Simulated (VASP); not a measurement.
# In3As (Im-3m) in VASP: further runs

In3As is run at these levels: PBE; tasks: single point, relaxation of cell and atoms.

Program: VASP 6.6.1. These are calculated values, not measurements. Logs are shortened: lines on timing, memory, paths and dates and some standing lists are left out, and cuts for length are marked.

### Step 1. The cell of the first run

The structure is cubic, space group Im-3m (No. 229). Conventional cell: a = 5.977 Å, b = 5.977 Å, c = 5.977 Å, α = 90.00°, β = 90.00°, γ = 90.00°. In (site symmetry 4/mmm) has 4 In at 2.99 Å and 2 As at 2.99 Å within 3.9 Å. Within 3.9 Å of As (site symmetry m-3m) lie 6 In at 2.99 Å.

### Step 2. Single point, PBE

Input file INCAR:

```
SYSTEM = In3As
  PREC = Accurate
  ENCUT = 520
  EDIFF = 1E-7
  ISMEAR = 0
  SIGMA = 0.1
  LREAL = .FALSE.
  LASPH = .TRUE.
  NELM = 100
  ALGO = Normal
  ISIF = 2
  LWAVE = .FALSE.
  LCHARG = .FALSE.
  GGA = PE
  NBANDS = 30
```

Input file KPOINTS:

```
Automatic mesh
0
G
  12 12 12
  0 0 0
```

Input file POSCAR:

```
In3As
1.0
   -2.9883313969      2.9883313969      2.9883313969
    2.9883313969     -2.9883313969      2.9883313969
    2.9883313969      2.9883313969     -2.9883313969
In As
3 1
Direct
    0.0000000000      0.5000000000      0.5000000000
    0.5000000000      0.0000000000      0.5000000000
    0.5000000000      0.5000000000      0.0000000000
    0.0000000000      0.0000000000      0.0000000000
```

Potentials or basis: VASP PAW PBE potentials, release 64 (In_d, As).

Started as:

```sh
$ cat potpaw_PBE.64/In_d/POTCAR potpaw_PBE.64/As/POTCAR > POTCAR
$ mpirun -np 1 vasp_std > vasp.out
```

OUTCAR:

```text
SYSTEM = In3As
   PREC = Accurate
   ENCUT = 520
   EDIFF = 1E-7
   ISMEAR = 0
   LREAL = .FALSE.
   LASPH = .TRUE.
   NELM = 100
   ISIF = 2
   GGA = PE

 ion  position               nearest neighbor table
   1  0.000  0.500  0.500-   2 2.99   3 2.99   4 2.99   4 2.99   3 2.99   2 2.99
   2  0.500  0.000  0.500-   1 2.99   3 2.99   4 2.99   3 2.99   4 2.99   1 2.99
   3  0.500  0.500  0.000-   1 2.99   2 2.99   4 2.99   2 2.99   1 2.99   4 2.99
   4  0.000  0.000  0.000-   1 2.99   2 2.99   3 2.99   1 2.99   2 2.99   3 2.99

  LATTYP: Found a body centered cubic cell.
 ALAT       =     5.9766627938

  Lattice vectors:

 A1 = (  -2.9883313969,   2.9883313969,   2.9883313969)
 A2 = (   2.9883313969,  -2.9883313969,   2.9883313969)
 A3 = (   2.9883313969,   2.9883313969,  -2.9883313969)

Analysis of symmetry for initial positions (statically):
=====================================================================
 Subroutine PRICEL returns:
 Original cell was already a primitive cell.

 Routine SETGRP: Setting up the symmetry group for a
 body centered cubic supercell.

 Subroutine GETGRP returns: Found 48 space group operations
 (whereof 48 operations were pure point group operations)
 out of a pool of 48 trial point group operations.

The static configuration has the point symmetry O_h .

Analysis of symmetry for dynamics (positions and initial velocities):
=====================================================================
 Subroutine PRICEL returns:
 Original cell was already a primitive cell.

 Routine SETGRP: Setting up the symmetry group for a
 body centered cubic supercell.

 Subroutine GETGRP returns: Found 48 space group operations
 (whereof 48 operations were pure point group operations)
 out of a pool of 48 trial point group operations.

The dynamic configuration has the point symmetry O_h .

 Subroutine INISYM returns: Found 48 space group operations
 (whereof 48 operations are pure point group operations),
 and found     1 'primitive' translations

----------------------------------------------------------------------------------------

                                     Primitive cell

  volume of cell :     106.7447

  direct lattice vectors                    reciprocal lattice vectors
    -2.988331397  2.988331397  2.988331397     0.000000000  0.167317454  0.167317454
     2.988331397 -2.988331397  2.988331397     0.167317454  0.000000000  0.167317454
[... 83 lines left out ...]
   ISPIN  =      1    spin polarized calculation?
   LNONCOLLINEAR =      F non collinear calculations
   LSORBIT =      F    spin-orbit coupling
   LASPH  =      T    aspherical Exc in radial PAW
   ENCUT  =  520.0 eV  38.22 Ry    6.18 a.u.   9.62  9.62  9.62*2*pi/ulx,y,z
   NELM   =    100;   NELMIN=  2; NELMDL= -5     # of ELM steps
   EDIFF  = 0.1E-06   stopping-criterion for ELM
   LREAL  =      F    real-space projection
   EDIFFG = 0.1E-05   stopping-criterion for IOM
   NSW    =      0    number of steps for IOM
   IBRION =     -1    ionic relax: 0-MD 1-quasi-New 2-CG
   NFREE  =      0    steps in history (QN), initial steepest desc. (CG)
   ISIF   =      2    stress and relaxation
   ISYM   =      2    0-nonsym 1-usesym 2-fastsym
   POTIM  = 0.5000    time-step for ionic-motion
   TEBEG  =    0.0;   TEEND  =   0.0 temperature during run
   PSTRESS=    0.0 pullay stress
   NELECT =      44.0000    total number of electrons
   NUPDOWN=      -1.0000    fix difference up-down
   EMIN   =  10.00;   EMAX   =-10.00  energy-range for DOS
   EFERMI =   0.00;   METHOD = LEGACY
   ISMEAR =     0;   SIGMA  =   0.10  broadening in eV -4-tet -1-fermi 0-gaus
   EFERMI_NEDOS =   21; number of points for ismear=-14 and -15
   IALGO  =     38    algorithm
   IMIX   =      4    mixing-type and parameters
     AMIX     =   0.40;   BMIX     =  1.00
     AMIX_MAG =   1.60;   BMIX_MAG =  1.00
  volume/ion in A,a.u.               =      26.69       180.09
  Fermi-wavevector in a.u.,A,eV,Ry     =   1.218364  2.302374 20.196627  1.484410
  Thomas-Fermi vector in A             =   2.353653
   LORBIT       =      0    0 simple, 1 ext, 2 COOP (PROOUT), +10 PAW based schemes
   GGA     = PE    functional components
   LHFCALC =     F    Hartree Fock is set to
   AEXX    =    0.0000 exact exchange contribution
   IVDW    =     0    specifies the selected vdW correction
   LEPSILON=     F    determine dielectric tensor
   LRPA    =     F    only Hartree local field effects (RPA)
 non-spin polarized calculation
 Gauss-broadening in eV      SIGMA  =   0.10
  energy-cutoff  :      520.00
  volume of cell :      106.74
 maximum number of plane-waves:      2916
   NGX = 19   NGY = 19   NGZ = 19

 number of electron      44.0000017 magnetization

 Free energy of the ion-electron system (eV)
  ---------------------------------------------------
  ext. energy  EPLUGINS =         0.00000000
  ---------------------------------------------------
  free energy    TOTEN  =       -11.91752577 eV

  energy without entropy =      -11.90255688  energy(sigma->0) =      -11.91004132

 E-fermi :   6.0047     XC(G=0):  -9.8412

 val. band max:        5.9923734845   @ k =  -0.2500   0.3333   0.1667
 cond. band min:       6.0153105943   @ k =  -0.4167   0.5000   0.1667
 fundamental gap:      0.0229371098
 Fermi energy:         6.0046921302

 k-point     1 :       0.0000    0.0000    0.0000
  band No.  band energies     occupation
      1      -8.8776      2.00000
      2      -8.8776      2.00000
      3      -8.6681      2.00000
      4      -8.6304      2.00000
      5      -8.6304      2.00000
      6      -8.6304      2.00000
[... 781 lines left out ...]
     29      11.5679      0.00000
     30      12.3832      0.00000

 [... further k-points ...]
[... 5 lines left out ...]
  --------------------------------------------------------------------------------------
  -------------------------------------------------------------------------------------
  Total       -0.0259341     -0.0259341     -0.0259341      0.0000000      0.0000000     -0.0000000
  in kB       -0.3892568     -0.3892568     -0.3892568      0.0000000      0.0000000     -0.0000000
  external PRESSURE =      -0.3892568 kB  Pullay stress =       0.0000000 kB

 VOLUME and BASIS-vectors are now :
 -----------------------------------------------------------------------------
  energy-cutoff  :      520.00
  volume of cell :      106.74
      direct lattice vectors                 reciprocal lattice vectors
    -2.988331397  2.988331397  2.988331397     0.000000000  0.167317454  0.167317454
     2.988331397 -2.988331397  2.988331397     0.167317454  0.000000000  0.167317454
     2.988331397  2.988331397 -2.988331397     0.167317454  0.167317454  0.000000000

 POSITION                                       TOTAL-FORCE (eV/Angst)
 -----------------------------------------------------------------------------------
      2.98833      0.00000      0.00000        -0.000000      0.000000     -0.000000
      0.00000      2.98833      0.00000         0.000000     -0.000000      0.000000
      0.00000      0.00000      2.98833        -0.000000     -0.000000      0.000000
      0.00000      0.00000      0.00000        -0.000000      0.000000     -0.000000
 -----------------------------------------------------------------------------------
    total drift:                               -0.000000     -0.000000      0.000000

  FREE ENERGIE OF THE ION-ELECTRON SYSTEM (eV)
  ---------------------------------------------------
  free  energy   TOTEN  =       -11.9175257681 eV

  energy  without entropy=      -11.9025568760  energy(sigma->0) =      -11.91004132
```

Wall time 2.3 min (1 thread of AMD EPYC 9R45 (Zen 5), shared host); peak memory 0.34 GiB.

Results:

```yaml
Free_energy: -11.9175 eV
Pressure: 0.0 GPa
Band_gap_on_the_k_mesh: zero (band 22 reaches 7.00 eV, above the bottom of band 23 at 5.17 eV)
```

Levels at points of the mesh, in eV from the Fermi level:
| k point | band 18 | band 19 | band 20 | band 21 | band 22 | band 23 | band 24 | band 25 | band 26 | band 27 |
| --- | --- | --- | --- | --- | --- | --- | --- | --- | --- | --- |
| (0.00, 0.00, 0.00) | -2.24 | -2.24 | -2.24 | -1.34 | -1.34 | -0.49 | -0.49 | -0.49 | 3.89 | 3.89 |
| (0.50, 0.00, 0.00) | -4.94 | -3.66 | -2.62 | -1.28 | 0.36 | 0.97 | 1.90 | 2.06 | 4.15 | 5.09 |
| (0.50, 0.50, 0.50) | -5.41 | -4.03 | -4.03 | -4.03 | 1.00 | 1.00 | 1.00 | 1.44 | 7.09 | 7.09 |

Caveat: spin-orbit coupling is left out, which moves the levels of the heavy elements.

[end of part 1 of 2]
